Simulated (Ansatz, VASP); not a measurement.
# One calculation of ScGaTeSe2, two programs

```
Sc Ga Te Se
1.0
     2.85061   -2.85161    0.00000
     2.85061    2.85161    0.00000
     0.00000    0.00000   10.18114
Sc Ga Te Se
1 1 1 2
Direct
  0.50000 0.50000 0.50000
  0.00000 0.00000 0.50000
  0.50000 0.50000 0.00000
  0.50000 0.50000 0.25871
  0.50000 0.50000 0.74129
```

Alike in both runs: functional PBE; k mesh 4 × 4 × 2; occupations gaussian, width 0.1 eV; no spin polarisation.

Ansatz relaxed the structure, and its values are those at the end. VASP's run is a single point on that final structure, the one shown.

|  | VASP | Ansatz |
| --- | --- | --- |
| version | VASP 6.6.1 | Ansatz 0.2.0 |
| potentials or method | VASP PAW PBE potentials, release 64 (Sc_sv, Ga_d, Te, Se), cutoff 520 eV | scalar-relativistic, plane waves, PAW |
| valence electrons in the cell | 42 | 72 |

```csv
,VASP,Ansatz,Ansatz less VASP
gap on the k mesh at the Fermi level (eV),none,none,-
pressure (GPa),0.1,0.1,-0.05
rms of the force components (eV/Å),0.013,0.002,-0.0118
```

A gap of «none» marks a metal or a gap that the smearing closes. VASP's potentials hold 42 valence electrons a cell and Ansatz's 72, so a difference there can come from the potentials and not from the codes.

The k mesh is coarse, so the values compare programs but aren't converged. Spin-orbit coupling is off throughout.
